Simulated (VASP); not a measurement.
Here is a VASP 6.6.1 calculation.

File POSCAR:

```
KF
1.0
    0.0000000000      2.7169259199      2.6589605792
    2.7169259199      0.0000000000      2.6589605792
    2.7169259199      2.7169259199      0.0000000000
K F
1 1
Direct
    0.0000000000      0.0000000000      0.0000000000
    0.5000000000      0.5000000000      0.5000000000
```

INCAR.step1

```
PREC     = Accurate       # precision mode
ENCUT    = 520            # plane-wave cutoff, eV
ISMEAR   = 0              # smearing method
SIGMA    = 0.01           # smearing width, eV
LREAL    = False          # projectors in reciprocal space
LASPH    = True           # aspherical terms in the spheres
NELM     = 80             # most SCF steps
NBANDS   = 15             # bands
GGA      = PE             # functional
ALGO     = Normal         # electronic algorithm
EDIFF    = 1E-4           # SCF threshold, eV
LWAVE    = True           # write WAVECAR
LCHARG   = False          # write CHGCAR
```

File INCAR.step2:

```
PREC     = Accurate       # precision mode
ENCUT    = 520            # plane-wave cutoff, eV
EDIFF    = 1E-6           # SCF threshold, eV
ISMEAR   = 0              # smearing method
SIGMA    = 0.01           # smearing width, eV
LREAL    = False          # projectors in reciprocal space
LASPH    = True           # aspherical terms in the spheres
NELM     = 80             # most SCF steps
ALGO     = Normal         # electronic algorithm
ISIF     = 2              # what is computed and relaxed
LWAVE    = False          # write WAVECAR
LCHARG   = False          # write CHGCAR
METAGGA  = R2SCAN         # meta-GGA
LMIXTAU  = True         
NBANDS   = 15             # bands
ISTART   = 1
```

Contents of KPOINTS:

```
regular mesh
0
Gamma
  8 8 8
```

Potentials or basis: VASP PAW PBE potentials, release 64 (K_sv, F).

Run with:

```console
$ cat potpaw_PBE.64/K_sv/POTCAR potpaw_PBE.64/F/POTCAR > POTCAR
$ cp INCAR.step1 INCAR
$ mpirun -np 1 vasp_std > vasp.out
$ cp INCAR.step2 INCAR
$ mpirun -np 1 vasp_std > vasp.out
```

Problem. Predict the pressure.

Solution. -1.4 GPa.

Problem. Estimate the band gap on the k mesh.

Solution. 6.66 eV.

Stress tensor (GPa, compression positive):
```
-1.75  0.00  0.00
 0.00 -1.75  0.00
 0.00  0.00 -0.61
```

Caveat: the cell differs from its parent crystal (biaxial xy strain +2.2%); the PAW data sets were made with another functional, which shifts forces and pressure a little. A k mesh can miss the band edges.
